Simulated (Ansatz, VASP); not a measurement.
## SnO: VASP beside Ansatz

The input INCAR:

```
SYSTEM = SnO
ALGO     = Normal         ! electronic algorithm
EDIFF    = 1E-6           ! SCF threshold, eV
ENCUT    = 520            ! plane-wave cutoff, eV
GGA      = PE             ! functional
ISIF     = 2              ! what is computed and relaxed
ISMEAR   = -1             ! smearing method
LASPH    = .TRUE.         ! aspherical terms in the spheres
LCHARG   = .TRUE.         ! write CHGCAR
LELF     = .TRUE.         ! ELF
LREAL    = .FALSE.        ! projectors in reciprocal space
LVHAR    = .TRUE.       
LWAVE    = .FALSE.        ! write WAVECAR
NBANDS   = 28             ! bands
NELM     = 100            ! most SCF steps
PREC     = Accurate       ! precision mode
SIGMA    = 0.01           ! smearing width, eV
```

File KPOINTS:

```
k-points
0
G
  8 8 6
  0 0 0
```

POSCAR

```
SnO
1.0
    3.8271795418      0.0000000000      0.0000000000
    0.0000000000      3.8271795418      0.0000000000
    0.0000000000      0.0000000000      4.8680274234
Sn O
2 2
Direct
    0.0000000000      0.5000000000      0.2385000000
    0.5000000000      0.0000000000      0.7615000000
    0.0000000000      0.0000000000      0.0000000000
    0.5000000000      0.5000000000      0.0000000000
```

Input for Ansatz:

```yaml
crystal:
  lattice:
    - [3.8271795418, 0.0, 0.0]
    - [0.0, 3.8271795418, 0.0]
    - [0.0, 0.0, 4.8680274234]
  atoms:
    - { symbol: Sn, position: [0.0, 0.5, 0.2385] }
    - { symbol: Sn, position: [0.5, 0.0, 0.7615] }
    - { symbol: O, position: [0.0, 0.0, 0.0] }
    - { symbol: O, position: [0.5, 0.5, 0.0] }
kpoints:
  mp_grid: { grid: [8, 8, 6] }
  band_path:
    path:
      - [0.0, 0.0, 0.0]
      - [0.0, 0.5, 0.0]
      - [0.5, 0.5, 0.0]
      - [0.0, 0.0, 0.0]
      - [0.0, 0.0, 0.5]
      - [0.0, 0.5, 0.5]
      - [0.5, 0.5, 0.5]
      - [0.0, 0.0, 0.5]
      - [0.0, 0.5, 0.0]
    npoints: 5
scf:
  occupations: { method: fermi_dirac, width: 0.01 }
hamiltonian:
  xc: pbe
  pseudopotentials: { kind: all_electron, lapw: { basis_error: 0.001 } }
output:
  forces: true
  stress: true
  eigenvalues: true
```

Change from the starting cell: volume scaled by 1.02.

Alike in both runs: task single point; functional PBE; k mesh 8 × 8 × 6; occupations fermi-dirac, width 0.01 eV; no spin polarisation.

|  | VASP | Ansatz |
| --- | --- | --- |
| version | VASP 6.6.1 | Ansatz 0.2.0 |
| potentials or method | VASP PAW PBE potentials, release 64 (Sn_d, O), cutoff 520 eV | all-electron LAPW, scalar-relativistic |

VASP gave:

```
pressure (GPa)                                                : 2.5
traceless stress, the component that is largest in VASP (GPa) : -0.51
rms of the force components (eV/Å)                            : 0.063
```

Problem. What did Ansatz give for the same quantities?

Solution. Pressure (GPa): 2.2; traceless stress, the component that is largest in VASP (GPa): -0.52; rms of the force components (eV/Å): 0.028.

Atom by atom the forces differ by 0.035 eV/Å (rms over components). Ansatz ran all-electron here, and VASP with PAW potentials.
